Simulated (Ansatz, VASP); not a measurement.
**MoS2 in VASP and in Ansatz**

Contents of INCAR:

```
SYSTEM = MoS2
ALGO     = Normal         ! electronic algorithm
EDIFF    = 1E-7           ! SCF threshold, eV
ENCUT    = 520            ! plane-wave cutoff, eV
GGA      = PE             ! functional
ISIF     = 2              ! what is computed and relaxed
ISMEAR   = -1             ! smearing method
LASPH    = .True.         ! aspherical terms in the spheres
LCHARG   = .False.        ! write CHGCAR
LREAL    = .False.        ! projectors in reciprocal space
LWAVE    = .False.        ! write WAVECAR
NBANDS   = 35             ! bands
NELM     = 80             ! most SCF steps
PREC     = Accurate       ! precision mode
SIGMA    = 0.1            ! smearing width, eV
```

The input KPOINTS:

```
k-points
0
Gamma
  8 8 2
  0 0 0
```

File POSCAR:

```
MoS2
1.0
    3.2463229892      0.0000000000      0.0000000000
   -1.6231614946      2.8113935630      0.0000000000
    0.0000000000      0.0000000000     12.6247032247
Mo S
2 4
Direct
    0.3333333333      0.6666666667      0.2500000000
    0.6666666667      0.3333333333      0.7500000000
    0.3333333333      0.6666666667      0.6230000000
    0.6666666667      0.3333333333      0.1230000000
    0.3333333333      0.6666666667      0.8770000000
    0.6666666667      0.3333333333      0.3770000000
```

Input for Ansatz:

```yaml
crystal:
  lattice:
    - [3.246322989204193, 0.0, 0.0]
    - [-1.6231614946020965, 2.811393563036183, 0.0]
    - [0.0, 0.0, 12.624703224661557]
  atoms:
    - { symbol: Mo, position: [0.3333333333333333, 0.6666666666666666, 0.25] }
    - { symbol: Mo, position: [0.6666666666666666, 0.3333333333333333, 0.75] }
    - { symbol: S, position: [0.3333333333333333, 0.6666666666666666, 0.623] }
    - { symbol: S, position: [0.6666666666666666, 0.3333333333333333, 0.123] }
    - { symbol: S, position: [0.3333333333333333, 0.6666666666666666, 0.877] }
    - { symbol: S, position: [0.6666666666666666, 0.3333333333333333, 0.377] }
basis:
  ecutwfc: 500.0
kpoints:
  mp_grid:
    grid: [8, 8, 2]
hamiltonian:
  xc: pbe
scf:
  occupations:
    method: fermi_dirac
    width: 0.1
output:
  stress: true
```

Alike in both runs: task single point; functional PBE; k mesh 8 × 8 × 2; occupations fermi-dirac, width 0.1 eV; no spin polarisation.

```csv
,VASP,Ansatz
version,VASP 6.6.1,Ansatz 0.2.0
potentials or method,"VASP PAW PBE potentials, release 64 (Mo_sv, S), cutoff 520 eV","plane waves, PAW"
valence electrons in the cell,52,52
```

|  | VASP | Ansatz | Ansatz less VASP |
| --- | --- | --- | --- |
| pressure (GPa) | -7.5 | -7.4 | +0.09 |
| traceless stress, the component that is largest in VASP (GPa) | -0.49 | -0.47 | +0.021 |

The functional is the same, so the differences come from potentials, cutoffs and numerics. Ansatz's warnings: structure snapped to symmetry.
